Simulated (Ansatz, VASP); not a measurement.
Two plane-wave programs on WSe2

```
W Se
1.0
     3.23367    0.00000    0.00000
    -1.61684    2.80044    0.00000
     0.00000    0.00000   12.88573
W Se
2 4
Direct
  0.33333 0.66667 0.25000
  0.66667 0.33333 0.75000
  0.66667 0.33333 0.38077
  0.66667 0.33333 0.11923
  0.33333 0.66667 0.88077
  0.33333 0.66667 0.61923
```

Change from the starting cell: hydrostatic strain -2.0%.

Alike in both runs: task single point; functional PBE; k mesh 12 × 12 × 2; occupations fermi-dirac, width 0.02 eV; no spin polarisation.

|  | VASP | Ansatz |
| --- | --- | --- |
| version | VASP 6.6.1 | Ansatz 0.2.0 |
| potentials or method | VASP PAW PBE potentials, release 64 (W_sv, Se) | plane waves, PAW |
| plane-wave cutoff (eV) | 520 | 420 |
| valence electrons in the cell | 52 | 92 |

|  | VASP | Ansatz | Ansatz less VASP |
| --- | --- | --- | --- |
| gap on the k mesh at the Fermi level (eV) | 0.95 | 0.95 | +0.005 |
| pressure (GPa) | 8.3 | 7.9 | -0.37 |
| traceless stress, the component that is largest in VASP (GPa) | -1.11 | -1.20 | -0.094 |
| rms of the force components (eV/Å) | 0.173 | 0.148 | -0.0250 |

Atom by atom the forces differ by 0.025 eV/Å (rms over components). With one functional, cell and mesh, what is left measures potentials, basis and numerics. VASP's potentials hold 52 valence electrons a cell and Ansatz's 92, so a difference there can come from the potentials and not from the codes.

Spin-orbit coupling is off throughout.
